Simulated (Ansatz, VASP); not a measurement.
BiPbCl5: VASP beside Ansatz

The input INCAR:

```
SYSTEM = BiPbCl5
PREC     = Accurate       ! precision mode
ENCUT    = 600            ! plane-wave cutoff, eV
EDIFF    = 1E-7           ! SCF threshold, eV
ISMEAR   = 0              ! smearing method
SIGMA    = 0.1            ! smearing width, eV
LREAL    = .False.        ! projectors in reciprocal space
LASPH    = .True.         ! aspherical terms in the spheres
NELM     = 80             ! most SCF steps
ALGO     = Normal         ! electronic algorithm
ISIF     = 3              ! what is computed and relaxed
LWAVE    = .False.        ! write WAVECAR
LCHARG   = .False.        ! write CHGCAR
GGA      = PE             ! functional
IBRION   = 2              ! ionic algorithm
NSW      = 80             ! ionic steps
EDIFFG   = -0.025         ! ionic threshold
```

KPOINTS

```
Automatic mesh
0
Gamma
  4 2 2
  0 0 0
```

The input POSCAR:

```
BiPbCl5
1.0
    4.4662120685     -0.0022467759     -0.0444110914
   -0.0539309015      6.1477667146     -0.0253897396
   -0.0979806408     -0.4662821587      9.0180249942
Bi Pb Cl
1 1 5
Direct
   -0.0366874482      0.8186857142      0.4906068310
    0.5344806056      0.7946725829      0.9575025572
    0.9899092109      0.3941426662      0.3571259416
    0.9861546638      0.5547117571      0.7564229222
    0.5090147283      0.8306028336      0.2923759396
    0.5292045875      0.0130713915      0.6555566450
   -0.0120743479      0.0941130546      0.9904101634
```

Input for Ansatz:

```yaml
crystal:
  lattice:
    - [4.4662120685, -0.0022467759, -0.0444110914]
    - [-0.0539309015, 6.1477667146, -0.0253897396]
    - [-0.0979806408, -0.4662821587, 9.0180249942]
  atoms:
    - { symbol: Bi, position: [-0.0366874482, 0.8186857142, 0.490606831] }
    - { symbol: Pb, position: [0.5344806056, 0.7946725829, 0.9575025572] }
    - { symbol: Cl, position: [0.9899092109, 0.3941426662, 0.3571259416] }
    - { symbol: Cl, position: [0.9861546638, 0.5547117571, 0.7564229222] }
    - { symbol: Cl, position: [0.5090147283, 0.8306028336, 0.2923759396] }
    - { symbol: Cl, position: [0.5292045875, 0.0130713915, 0.655556645] }
    - { symbol: Cl, position: [-0.0120743479, 0.0941130546, 0.9904101634] }
basis:
  ecutwfc: 420
kpoints:
  mp_grid: { grid: [4, 2, 2] }
hamiltonian:
  xc: pbe
scf:
  occupations: { method: gaussian, width: 0.1 }
  lower_state_search: "off"
output:
  forces: true
  stress: true
  eigenvalues: true
relax:
  adjacent_minimum: "off"
  f_tol: 0.025
  max_steps: 60
  cell: { stress_tol: 0.25 }
```

Change from the starting cell: cell x1, atoms moved at random (sigma 0.15 Å) and cell strained at random (1.5 %), then relaxed without symmetry.

Alike in both runs: task relaxation of cell and atoms; functional PBE; k mesh 4 × 2 × 2; occupations gaussian, width 0.1 eV; no spin polarisation.

```csv
,VASP,Ansatz
version,VASP 6.6.1,Ansatz 0.2.0
potentials or method,"VASP PAW PBE potentials, release 64 (Bi_d, Pb_d, Cl), cutoff 600 eV","scalar-relativistic, plane waves, PAW"
valence electrons in the cell,64,64
```

|  | VASP | Ansatz | Ansatz less VASP |
| --- | --- | --- | --- |
| gap on the k mesh at the Fermi level, each at its own relaxed structure (eV) | 3.24 | 3.22 | -0.018 |
| relaxed volume (Å³/atom) | 34.35 | 34.61 | +0.267 |
| relaxed cell length with the largest relative difference (Å) | 6.064 | 6.136 | +0.0718 |

The k mesh is coarse, so the values compare programs but aren't converged. Spin-orbit coupling is off throughout.
